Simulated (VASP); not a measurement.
Input of a VASP 6.6.1 run:

POSCAR

```
NaCl
1.0
    0.0000000000      2.8928830000      2.8928830000
    2.8928830000      0.0000000000      2.8928830000
    2.8928830000      2.8928830000      0.0000000000
Na Cl
1 1
Direct
    0.0000000000      0.0000000000      0.0000000000
    0.5000000000      0.5000000000      0.5000000000
```

INCAR.step1

```
SYSTEM = NaCl
PREC = Accurate
ENCUT = 520
ISMEAR = 1
SIGMA = 0.0138
LREAL = .False.
LASPH = .True.
NELM = 100
GGA = PE
ALGO = Normal
EDIFF = 1E-4
LWAVE = .True.
LCHARG = .False.
```

File INCAR.step2:

```
SYSTEM = NaCl
PREC = Accurate
ENCUT = 520
EDIFF = 1E-6
ISMEAR = 1
SIGMA = 0.0138
LREAL = .False.
LASPH = .True.
NELM = 100
ALGO = Normal
ISIF = 2
LWAVE = .False.
LCHARG = .False.
METAGGA = R2SCAN
LMIXTAU = .True.
IBRION = 2
NSW = 60
EDIFFG = -0.03
ISTART = 1
```

Contents of KPOINTS:

```
Automatic mesh
0
Gamma
  8 8 8
  0 0 0
```

Potentials or basis: VASP PAW PBE potentials, release 64 (Na_pv, Cl).

Run with:

```console
$ cat potpaw_PBE.64/Na_pv/POTCAR potpaw_PBE.64/Cl/POTCAR > POTCAR
$ cp INCAR.step1 INCAR
$ mpirun -np 1 vasp_std > vasp.out
$ cp INCAR.step2 INCAR
$ mpirun -np 1 vasp_std > vasp.out
```

Predict the band gap on the k mesh.

5.62 eV.

Final structure:
```yaml
crystal:
  lattice:
    - [0.00000, 2.89288, 2.89288]
    - [2.89288, 0.00000, 2.89288]
    - [2.89288, 2.89288, 0.00000]
  atoms:
    - { symbol: Na, position: [0.00000, 0.00000, 0.00000] }
    - { symbol: Cl, position: [0.50000, 0.50000, 0.50000] }
```

Caveat: the relaxation stopped at its first step, so nothing moved. A k mesh can miss the band edges.
